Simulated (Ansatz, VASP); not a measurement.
Hf in VASP and in Ansatz

Contents of INCAR:

```
PREC = Accurate ; ENCUT = 520
EDIFF = 1E-6 ; ISMEAR = 0
SIGMA = 0.15 ; LREAL = F
LASPH = T ; NELM = 100
ALGO = Fast ; ISIF = 2
LWAVE = F ; LCHARG = T
GGA = CA ; LELF = T
LVHAR = T ; NBANDS = 11
```

KPOINTS

```
Automatic mesh
0
Gamma
  20 20 20
```

POSCAR

```
Hf
1.0
    0.0000000000      2.2367736060      2.0705813271
    2.2367736060      0.0000000000      2.0705813271
    2.2367736060      2.2367736060      0.0000000000
Hf
1
Direct
    0.0000000000      0.0000000000      0.0000000000
```

Input for Ansatz:

```yaml
crystal:
  lattice:
    - [0.0, 2.236773606, 2.0705813271]
    - [2.236773606, 0.0, 2.0705813271]
    - [2.236773606, 2.236773606, 0.0]
  atoms:
    - { symbol: Hf, position: [0.0, 0.0, 0.0] }
basis:
  ecutwfc: 420
kpoints:
  mp_grid: { grid: [20, 20, 20] }
hamiltonian:
  xc: lda
scf:
  occupations: { method: gaussian, width: 0.15 }
output:
  forces: true
  stress: true
  eigenvalues: true
```

Alike in both runs: task single point; functional LDA; k mesh 20 × 20 × 20; occupations gaussian, width 0.15 eV; no spin polarisation.

|  | VASP | Ansatz |
| --- | --- | --- |
| version | VASP 6.6.1 | Ansatz 0.2.0 |
| potentials or method | VASP PAW LDA potentials, release 64 (Hf_pv), cutoff 520 eV | scalar-relativistic, plane waves, PAW |
| valence electrons in the cell | 10 | 26 |

|  | VASP | Ansatz | Ansatz less VASP |
| --- | --- | --- | --- |
| gap on the k mesh at the Fermi level (eV) | none | none | - |
| pressure (GPa) | 0.0 | 0.0 | -0.03 |
| traceless stress, the component that is largest in VASP (GPa) | 2.44 | 2.42 | -0.015 |

LDA's correlation is that of Perdew and Zunger in VASP and of Perdew and Wang (1992) in Ansatz. A gap of «none» marks a metal or a gap that the smearing closes. VASP's potentials hold 10 valence electrons a cell and Ansatz's 26, so a difference there can come from the potentials and not from the codes.

Neither program's run includes spin-orbit coupling.
